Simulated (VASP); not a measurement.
# AlRu (Pm-3m) in VASP: settings compared

Aim: see how the results for AlRu move with the level of theory and the settings. Levels: r2SCAN, PBE. Tasks: electric field gradients.

Program: VASP 6.6.1. These are calculated values, not measurements. Logs are shortened: lines on timing, memory, paths and dates and some standing lists are left out, and cuts for length are marked.

### Step 1. The cell of the first run

It takes space group Pm-3m (No. 221, cubic). The conventional cell has a = 2.992 Å, b = 2.992 Å, c = 2.992 Å, α = 90.00°, β = 90.00°, γ = 90.00°. Al (site symmetry m-3m) has 8 Ru at 2.59 Å and 6 Al at 2.99 Å within 3.4 Å. Ru (site symmetry m-3m) has 8 Al at 2.59 Å and 6 Ru at 2.99 Å within 3.4 Å.

### Step 2. Electric field gradients, r2SCAN

The input, POSCAR:

```
AlRu
1.0
    2.9916000000      0.0000000000      0.0000000000
    0.0000000000      2.9916000000      0.0000000000
    0.0000000000      0.0000000000      2.9916000000
Al Ru
1 1
Direct
    0.0000000000      0.0000000000      0.0000000000
    0.5000000000      0.5000000000      0.5000000000
```

The input, INCAR.step1:

```
SYSTEM = AlRu
PREC = Accurate
ENCUT = 520
ISMEAR = -1
SIGMA = 0.05
LREAL = .FALSE.
LASPH = .TRUE.
NELM = 80
NBANDS = 16
GGA = PE
ALGO = Normal
EDIFF = 1E-4
LWAVE = .TRUE.
LCHARG = .FALSE.
```

The input, INCAR.step2:

```
SYSTEM = AlRu
PREC = Accurate
ENCUT = 520
EDIFF = 1E-8
ISMEAR = -1
SIGMA = 0.05
LREAL = .FALSE.
LASPH = .TRUE.
NELM = 80
ALGO = Normal
ISIF = 2
LWAVE = .FALSE.
LCHARG = .FALSE.
METAGGA = R2SCAN
LMIXTAU = .TRUE.
LEFG = .TRUE.
NBANDS = 16
ISTART = 1
```

The input, KPOINTS:

```
regular mesh
0
G
  12 12 12
  0 0 0
```

Potentials or basis: VASP PAW PBE potentials, release 64 (Al, Ru_pv).

The run is started by

```
cat potpaw_PBE.64/Al/POTCAR potpaw_PBE.64/Ru_pv/POTCAR > POTCAR
cp INCAR.step1 INCAR
mpirun -np 1 vasp_std > vasp.out
cp INCAR.step2 INCAR
mpirun -np 1 vasp_std > vasp.out
```

OUTCAR:

```text
SYSTEM = AlRu
   PREC = Accurate
   ENCUT = 520
   EDIFF = 1E-8
   ISMEAR = -1
   LREAL = .FALSE.
   LASPH = .TRUE.
   NELM = 80
   ISIF = 2
   METAGGA = R2SCAN
   ISTART = 1

 ion  position               nearest neighbor table
   1  0.000  0.000  0.000-   2 2.59   2 2.59   2 2.59   2 2.59   2 2.59   2 2.59   2 2.59   2 2.59

   2  0.500  0.500  0.500-   1 2.59   1 2.59   1 2.59   1 2.59   1 2.59   1 2.59   1 2.59   1 2.59

  LATTYP: Found a simple cubic cell.
 ALAT       =     2.9916000000

  Lattice vectors:

 A1 = (   2.9916000000,   0.0000000000,   0.0000000000)
 A2 = (   0.0000000000,   2.9916000000,   0.0000000000)
 A3 = (   0.0000000000,   0.0000000000,   2.9916000000)

Analysis of symmetry for initial positions (statically):
=====================================================================
 Subroutine PRICEL returns:
 Original cell was already a primitive cell.

 Routine SETGRP: Setting up the symmetry group for a
 simple cubic supercell.

 Subroutine GETGRP returns: Found 48 space group operations
 (whereof 48 operations were pure point group operations)
 out of a pool of 48 trial point group operations.

The static configuration has the point symmetry O_h .

Analysis of symmetry for dynamics (positions and initial velocities):
=====================================================================
 Subroutine PRICEL returns:
 Original cell was already a primitive cell.

 Routine SETGRP: Setting up the symmetry group for a
 simple cubic supercell.

 Subroutine GETGRP returns: Found 48 space group operations
 (whereof 48 operations were pure point group operations)
 out of a pool of 48 trial point group operations.

The dynamic configuration has the point symmetry O_h .

 Subroutine INISYM returns: Found 48 space group operations
 (whereof 48 operations are pure point group operations),
 and found     1 'primitive' translations

----------------------------------------------------------------------------------------

                                     Primitive cell

  volume of cell :      26.7738

  direct lattice vectors                    reciprocal lattice vectors
     2.991600000  0.000000000  0.000000000     0.334269287  0.000000000  0.000000000
     0.000000000  2.991600000  0.000000000     0.000000000  0.334269287  0.000000000
     0.000000000  0.000000000  2.991600000     0.000000000  0.000000000  0.334269287

  length of vectors
     2.991600000  2.991600000  2.991600000     0.334269287  0.334269287  0.334269287

  position of ions in fractional coordinates (direct lattice)
     0.000000000  0.000000000  0.000000000
     0.500000000  0.500000000  0.500000000

  ion indices of the primitive-cell ions
   primitive index   ion index
                 1           1
                 2           2

----------------------------------------------------------------------------------------

 KPOINTS: regular mesh

Automatic generation of k-mesh.
 Grid dimensions read from file:
 generate k-points for:   12   12   12

 Generating k-lattice:

  Cartesian coordinates                     Fractional coordinates (reciprocal lattice)
     0.027855774  0.000000000  0.000000000     0.083333333  0.000000000  0.000000000
     0.000000000  0.027855774  0.000000000     0.000000000  0.083333333  0.000000000
     0.000000000  0.000000000  0.027855774     0.000000000  0.000000000  0.083333333

  Length of vectors
     0.027855774  0.027855774  0.027855774

  Shift w.r.t. Gamma in fractional coordinates (k-lattice)
     0.000000000  0.000000000  0.000000000

 Subroutine IBZKPT returns following result:
 ===========================================

 Found     84 irreducible k-points:

 Following reciprocal coordinates:
            Coordinates               Weight
  0.000000  0.000000  0.000000      1.000000
  0.083333  0.000000  0.000000      6.000000
  0.166667  0.000000  0.000000      6.000000
  0.250000  0.000000  0.000000      6.000000
  0.333333  0.000000  0.000000      6.000000
  0.416667  0.000000  0.000000      6.000000
[... 16 lines left out ...]
  0.333333  0.333333  0.000000     12.000000
  0.416667  0.333333  0.000000     24.000000
 [... further k-points ...]
   k-points           NKPTS =     84   k-points in BZ     NKDIM =     84   number of bands    NBANDS=     16
   number of dos      NEDOS =    301   number of ions     NIONS =      2
   total plane-waves  NPLWV =  13824
   dimension x,y,z NGX =    24 NGY =   24 NGZ =   24
   dimension x,y,z NGXF=    48 NGYF=   48 NGZF=   48
   ions per type =               1   1
   NGX,Y,Z   is equivalent  to a cutoff of  13.34, 13.34, 13.34 a.u.
   NGXF,Y,Z  is equivalent  to a cutoff of  26.67, 26.67, 26.67 a.u.
 SYSTEM =  AlRu
   PREC   = accura    normal or accurate (medium, high low for compatibility)
   ISTART =      1    job   : 0-new  1-cont  2-samecut
   ICHARG =      0    charge: 1-file 2-atom 10-const
   ISPIN  =      1    spin polarized calculation?
   LNONCOLLINEAR =      F non collinear calculations
   LSORBIT =      F    spin-orbit coupling
   LASPH  =      T    aspherical Exc in radial PAW
   ENCUT  =  520.0 eV  38.22 Ry    6.18 a.u.   5.56  5.56  5.56*2*pi/ulx,y,z
   NELM   =     80;   NELMIN=  2; NELMDL=  0     # of ELM steps
   EDIFF  = 0.1E-07   stopping-criterion for ELM
   LREAL  =      F    real-space projection
   EDIFFG = 0.1E-06   stopping-criterion for IOM
   NSW    =      0    number of steps for IOM
   IBRION =     -1    ionic relax: 0-MD 1-quasi-New 2-CG
   NFREE  =      0    steps in history (QN), initial steepest desc. (CG)
   ISIF   =      2    stress and relaxation
   ISYM   =      2    0-nonsym 1-usesym 2-fastsym
   POTIM  = 0.5000    time-step for ionic-motion
   TEBEG  =    0.0;   TEEND  =   0.0 temperature during run
   PSTRESS=    0.0 pullay stress
   NELECT =      17.0000    total number of electrons
   NUPDOWN=      -1.0000    fix difference up-down
   EMIN   =  10.00;   EMAX   =-10.00  energy-range for DOS
   EFERMI =   0.00;   METHOD = LEGACY
   ISMEAR =    -1;   SIGMA  =   0.05  broadening in eV -4-tet -1-fermi 0-gaus
   EFERMI_NEDOS =   21; number of points for ismear=-14 and -15
   IALGO  =     38    algorithm
   IMIX   =      4    mixing-type and parameters
     AMIX     =   0.40;   BMIX     =  1.00
     AMIX_MAG =   1.60;   BMIX_MAG =  1.00
  volume/ion in A,a.u.               =      13.39        90.34
  Fermi-wavevector in a.u.,A,eV,Ry     =   1.407087  2.659009 26.938090  1.979894
  Thomas-Fermi vector in A             =   2.529382
   LORBIT       =      0    0 simple, 1 ext, 2 COOP (PROOUT), +10 PAW based schemes
   METAGGA = R2SCAN    functional components
   LHFCALC =     F    Hartree Fock is set to
   AEXX    =    0.0000 exact exchange contribution
   IVDW    =     0    specifies the selected vdW correction
   LEPSILON=     F    determine dielectric tensor
   LRPA    =     F    only Hartree local field effects (RPA)
 non-spin polarized calculation
  energy-cutoff  :      520.00
  volume of cell :       26.77
 maximum number of plane-waves:       739
 NGX is ok and might be reduce to    24
   NGX = 11   NGY = 11   NGZ = 11

 number of electron      16.9999995 magnetization

 Free energy of the ion-electron system (eV)
  ---------------------------------------------------
  ext. energy  EPLUGINS =         0.00000000
  ---------------------------------------------------
  free energy    TOTEN  =       -33.61944116 eV

  energy without entropy =      -33.60786793  energy(sigma->0) =      -33.61365454

 E-fermi :  10.5494     XC(G=0): -13.6173

 val. band max:       10.5369457373   @ k =   0.0833   0.0833   0.0000
 cond. band min:      10.5547116443   @ k =   0.2500   0.0833   0.0833
 fundamental gap:      0.0177659070
 Fermi energy:        10.5494125068

 k-point     1 :       0.0000    0.0000    0.0000
  band No.  band energies     occupation
      1     -32.5124      2.00000
      2     -32.5124      2.00000
      3     -32.5124      2.00000
      4       0.3942      2.00000
      5       6.8828      2.00000
      6       6.8828      2.00000
[... 8 lines left out ...]
     15      22.0331      0.00000
     16      27.0403      0.00000

 k-point     2 :       0.0833    0.0000    0.0000
  band No.  band energies     occupation
      1     -32.5281      2.00000
      2     -32.5111      2.00000
      3     -32.5111      2.00000
      4       0.5355      2.00000
      5       6.9277      2.00000
      6       6.9338      2.00000
[... 8 lines left out ...]
     15      22.5877      0.00000
     16      27.4641      0.00000
[... 387 lines left out ...]
      5       6.5402      2.00000
      6       8.3063      2.00000
[... 8 lines left out ...]
     15      23.9237      0.00000
     16      26.2169      0.00000

 k-point    24 :       0.4167    0.3333    0.0000
  band No.  band energies     occupation
      1     -32.7063      2.00000
      2     -32.6606      2.00000
      3     -32.4784      2.00000
      4       4.2837      2.00000
      5       6.4604      2.00000
      6       8.5765      2.00000
[... 8 lines left out ...]
     15      23.7206      0.00000
     16      26.5500      0.00000

 [... further k-points ...]
[... 5 lines left out ...]
  --------------------------------------------------------------------------------------
  -------------------------------------------------------------------------------------
  Total       -0.3333545     -0.3333545     -0.3333545      0.0000000     -0.0000000     -0.0000000
  in kB      -19.9483202    -19.9483202    -19.9483202      0.0000000     -0.0000000     -0.0000000
  external PRESSURE =     -19.9483202 kB  Pullay stress =       0.0000000 kB

 VOLUME and BASIS-vectors are now :
 -----------------------------------------------------------------------------
  energy-cutoff  :      520.00
  volume of cell :       26.77
      direct lattice vectors                 reciprocal lattice vectors
     2.991600000  0.000000000  0.000000000     0.334269287  0.000000000  0.000000000
     0.000000000  2.991600000  0.000000000     0.000000000  0.334269287  0.000000000
     0.000000000  0.000000000  2.991600000     0.000000000  0.000000000  0.334269287

 POSITION                                       TOTAL-FORCE (eV/Angst)
 -----------------------------------------------------------------------------------
      0.00000      0.00000      0.00000         0.000000      0.000000      0.000000
      1.49580      1.49580      1.49580         0.000000      0.000000      0.000000
 -----------------------------------------------------------------------------------
    total drift:                                0.000000     -0.000000     -0.000000

  FREE ENERGIE OF THE ION-ELECTRON SYSTEM (eV)
  ---------------------------------------------------
  free  energy   TOTEN  =       -33.6194411551 eV

  energy  without entropy=      -33.6078679327  energy(sigma->0) =      -33.61365454

 Electric field gradients (V/A^2)
---------------------------------------------------------------------
 ion       V_xx      V_yy      V_zz      V_xy      V_xz      V_yz
---------------------------------------------------------------------
   1      -0.000    -0.000    -0.000    -0.000     0.000     0.000
   2       0.000     0.000     0.000     0.000    -0.000    -0.000
---------------------------------------------------------------------

 Electric field gradients after diagonalization (V/A^2)
 (convention: |V_zz| > |V_xx| > |V_yy|)
----------------------------------------------------------------------
 ion       V_xx      V_yy      V_zz     asymmetry (V_yy - V_xx)/ V_zz
----------------------------------------------------------------------
   1      -0.000    -0.000    -0.000      -0.009
   2       0.000     0.000     0.000      -0.325
----------------------------------------------------------------------

           NMR quadrupolar parameters

 Cq : quadrupolar parameter    Cq=e*Q*V_zz/h
 eta: asymmetry parameters     (V_yy - V_xx)/ V_zz
 Q  : nuclear electric quadrupole moment in mb (millibarn)
----------------------------------------------------------------------
 ion       Cq(MHz)       eta       Q (mb)
----------------------------------------------------------------------
   1      -0.000      -0.009       1.000
   2       0.000      -0.325       1.000
----------------------------------------------------------------------
```

Run time: 3.4 min. Hardware: 1 thread of AMD EPYC 7R43 (Zen 3), shared host; peak memory 0.13 GiB.

What came out:

```
Free energy                             : -33.6194 eV
Pressure                                : -2.0 GPa
Band gap on the k mesh                  : zero (an odd number of electrons rules out a gap without spin polarisation)
Largest electric field gradient by atom : zero within the noise of the run
```

Levels at points of the mesh, in eV from the Fermi level:
| k point | band 6 | band 7 | band 8 | band 9 | band 10 | band 11 | band 12 | band 13 |
| --- | --- | --- | --- | --- | --- | --- | --- | --- |
| (0.00, 0.00, 0.00) | -3.67 | 0.19 | 0.19 | 0.19 | 6.53 | 6.53 | 6.53 | 10.36 |
| (0.50, 0.00, 0.00) | -2.79 | -1.67 | -1.67 | 0.45 | 2.52 | 7.76 | 10.36 | 11.63 |
| (0.50, 0.50, 0.00) | -1.46 | -1.46 | -1.23 | -1.23 | 1.73 | 5.67 | 6.77 | 10.36 |
| (0.50, 0.50, 0.50) | -4.90 | 1.83 | 1.83 | 3.21 | 4.34 | 4.34 | 4.34 | 8.98 |

Caveat: the PAW data sets were made with another functional, which shifts forces and pressure a little.

### Step 3. Electric field gradients, PBE, non-collinear spin, zero start, spin-orbit coupling

The input, INCAR:

```
SYSTEM = AlRu
ALGO = Normal ; EDIFF = 1E-8
ENCUT = 520 ; GGA = PE
GGA_COMPAT = .False. ; ISIF = 2
ISMEAR = -1 ; LASPH = .True.
LCHARG = .False. ; LEFG = .True.
LMAXMIX = 4 ; LORBIT = 11
LORBMOM = .True. ; LREAL = .False.
LSORBIT = .True. ; LWAVE = .False.
MAGMOM = 0 0 0 0 0 0 ; NBANDS = 29
NELM = 150 ; PREC = Accurate
SIGMA = 0.05
```

The input, KPOINTS:

```
k-points
0
Gamma
  12 12 12
  0 0 0
```

POSCAR is that of step 2.

Potentials or basis: VASP PAW PBE potentials, release 64 (Al, Ru_pv).

The run is started by

```
cat potpaw_PBE.64/Al/POTCAR potpaw_PBE.64/Ru_pv/POTCAR > POTCAR
mpirun -np 1 vasp_ncl > vasp.out
```

OUTCAR:

```text
SYSTEM = AlRu
   EDIFF = 1E-8
   ENCUT = 520
   GGA = PE
   ISIF = 2
   ISMEAR = -1
   LASPH = .True.
   LORBIT = 11
   LREAL = .False.
   LSORBIT = .True.
   NELM = 150
   PREC = Accurate

 ion  position               nearest neighbor table
   1  0.000  0.000  0.000-   2 2.59   2 2.59   2 2.59   2 2.59   2 2.59   2 2.59   2 2.59   2 2.59

   2  0.500  0.500  0.500-   1 2.59   1 2.59   1 2.59   1 2.59   1 2.59   1 2.59   1 2.59   1 2.59

  LATTYP: Found a simple cubic cell.
 ALAT       =     2.9916000000

  Lattice vectors:

[... 1091 lines left out ...]
    -0.0020197    -0.0020197    -0.0040224     0.0000000    -0.0013408
    -0.0053632    -0.0013408     0.0000000    -0.0013408     0.0000000
 l=   3
     0.0000000     0.0000000     0.0000000     0.0000000     0.0000000     0.0000000     0.0000000
     0.0000000     0.0000000     0.0000000     0.0000000     0.0000000     0.0000000     0.0000000
     0.0000000     0.0000000     0.0000000     0.0000000     0.0000000     0.0000000     0.0000000
     0.0000000     0.0000000     0.0000000     0.0000000     0.0000000     0.0000000     0.0000000
     0.0000000     0.0000000     0.0000000     0.0000000     0.0000000     0.0000000     0.0000000
     0.0000000     0.0000000     0.0000000     0.0000000     0.0000000     0.0000000     0.0000000
     0.0000000     0.0000000     0.0000000     0.0000000     0.0000000     0.0000000     0.0000000

 total charge

# of ion       s       p       d       tot
------------------------------------------
    1        0.391   0.418   0.000   0.809
    2        0.338   6.246   6.204  12.789
--------------------------------------------------
tot          0.729   6.664   6.204  13.598

 magnetization (x)

# of ion       s       p       d       tot
------------------------------------------
    1       -0.000  -0.000   0.000  -0.000
    2        0.000  -0.000   0.000   0.000
--------------------------------------------------
tot          0.000  -0.000   0.000   0.000

 magnetization (y)

# of ion       s       p       d       tot
------------------------------------------
    1        0.000  -0.000   0.000  -0.000
    2       -0.000   0.000   0.000   0.000
--------------------------------------------------
tot         -0.000   0.000   0.000   0.000

 magnetization (z)

# of ion       s       p       d       tot
------------------------------------------
    1       -0.000  -0.000   0.000  -0.000
    2        0.000   0.000   0.000   0.000
--------------------------------------------------
tot          0.000   0.000   0.000   0.000
```

stdout:

```text
POSCAR found type information on POSCAR AlRu
 POSCAR found :  2 types and       2 ions
 scaLAPACK will be used
 LDA part: xc-table for (Slater+PW92), standard interpolation
 POSCAR, INCAR and KPOINTS ok, starting setup
 FFT: planning ... GRIDC
 FFT: planning ... GRID_SOFT
 FFT: planning ... GRID
 WAVECAR not read
 entering main loop
ion   1

ion   2
```

It took 4.1 min on 1 thread of AMD EPYC 7R43 (Zen 3), shared host; peak memory 0.22 GiB.

Results:

| Item | Value |
| --- | --- |
| Free energy | -14.4017 eV |
| Pressure | 2.5 GPa |
| Net moment | 0.00 μB per cell |
| Largest electric field gradient by atom | zero within the noise of the run |
| Valence electrons inside the program's atomic spheres | Al 0.81; Ru 12.79 |

Moments on the atoms (μB; x, y, z):
```
Al  0.00 0.00 0.00
Ru  0.00 0.00 0.00
```
